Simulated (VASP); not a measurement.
## ZnO: single point with LDA

Crystal: ZnO.

```
Zn O
1.0
     3.33729    0.00000    0.00000
    -1.66864    2.89018    0.00000
     0.00000    0.00000    7.34435
Zn O
2 2
Cartesian
  0.0000 0.0000 5.5083
  0.0000 0.0000 1.8361
  0.0000 1.9268 1.8361
  1.6686 0.9634 5.5083
```

This cell differs from its parent crystal: strain +0.015 along x and y, +0.030 along z.

```json
{
 "Program": "VASP 6.6.1",
 "Task": "single point",
 "Functional": "LDA",
 "Potentials or basis": "VASP PAW LDA potentials, release 64 (Zn, O)",
 "Cutoff": "520 eV",
 "k mesh": "9 × 9 × 4",
 "Occupations": "gaussian, width 0.05 eV",
 "Spin": "no spin polarisation"
}
```

```json
{
  "Pressure": "-10.4 GPa",
  "Band gap on the k mesh": "0.77 eV, direct"
}
```

Stress tensor (GPa, compression positive):
```
-14.71   0.00   0.00
  0.00 -14.71   0.00
  0.00   0.00  -1.67
```

Levels at points of the mesh, in eV from the valence-band top:
```tsv
k point	band 15	band 16	band 17	band 18	band 19	band 20	band 21	band 22
(0.00, 0.00, 0.00)	-0.01	-0.01	0.00	0.00	0.77	3.07	5.05	10.39
(0.00, 0.00, 0.50)	0.00	0.00	0.00	0.00	1.81	1.81	6.94	6.94
```

It took 27 s on 1 thread of Intel(R) Xeon(R) 6975P-C (Granite Rapids), on a shared host, peak memory 0.19 GiB.

Caveat: the cell differs from its parent crystal (strain +0.015 along x and y, +0.030 along z). A k mesh can miss the band edges.
